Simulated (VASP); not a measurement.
Runs of VASP 6.6.1 on BP (series). It takes space group F-43m (No. 216, cubic). The conventional cell has a = 4.538 Å, b = 4.538 Å, c = 4.538 Å, α = 90.00°, β = 90.00°, γ = 90.00°. Within 2.6 Å of B (site symmetry -43m) lie 4 P at 1.97 Å. Within 2.6 Å of P (site symmetry -43m) lie 4 B at 1.97 Å. 

```csv
k mesh,smearing,gap on the mesh (eV),pressure (GPa)
14 × 14 × 14,gaussian 0.02 eV,1.24,0.9
6 × 6 × 6,gaussian 0.1 eV,1.33,1.0
8 × 8 × 8,gaussian 0.02 eV,1.27,0.9
6 × 6 × 6,gaussian 0.02 eV,1.33,1.0
16 × 16 × 16,gaussian 0.02 eV,1.25,0.9
4 × 4 × 4,gaussian 0.02 eV,(a),2.0
10 × 10 × 10,gaussian 0.02 eV,1.24,0.9
```

Alike in all rows: task single point; level PBE; potentials or basis VASP PAW PBE potentials, release 64 (B, P); no spin polarisation; cell as given; cutoff (eV) 500.

Q: Fill in the values left out.

A: (a) 1.31.

Caveats: some runs use coarse meshes.

A k mesh can miss the band edges.
